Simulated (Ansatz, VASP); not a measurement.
# MgS in VASP and in Ansatz

```
CELL_PARAMETERS angstrom
0.00000 2.84861 2.84861
2.84861 0.00000 2.84861
2.84861 2.84861 0.00000
ATOMIC_POSITIONS crystal
Mg 0.00000 0.00000 0.00000
S 0.25000 0.25000 0.25000
```

Alike in both runs: functional PBE; k mesh 8 × 8 × 8; occupations gaussian, width 0.02 eV; no spin polarisation.

Ansatz relaxed the structure, and its values are those at the end. VASP's run is a single point on that final structure, the one shown.

|  | VASP | Ansatz |
| --- | --- | --- |
| version | VASP 6.6.1 | Ansatz 0.2.0 |
| potentials or method | VASP PAW PBE potentials, release 64 (Mg, S), cutoff 520 eV | scalar-relativistic, plane waves, PAW |
| valence electrons in the cell | 8 | 16 |

|  | VASP | Ansatz | Ansatz less VASP |
| --- | --- | --- | --- |
| gap on the k mesh at the Fermi level (eV) | 3.37 | 3.37 | +0.008 |
| least direct gap on the mesh (eV) | 3.37 | 3.37 | +0.008 |
| pressure (GPa) | -0.1 | 0.0 | +0.15 |

VASP's potentials hold 8 valence electrons a cell and Ansatz's 16, so a difference there can come from the potentials and not from the codes.
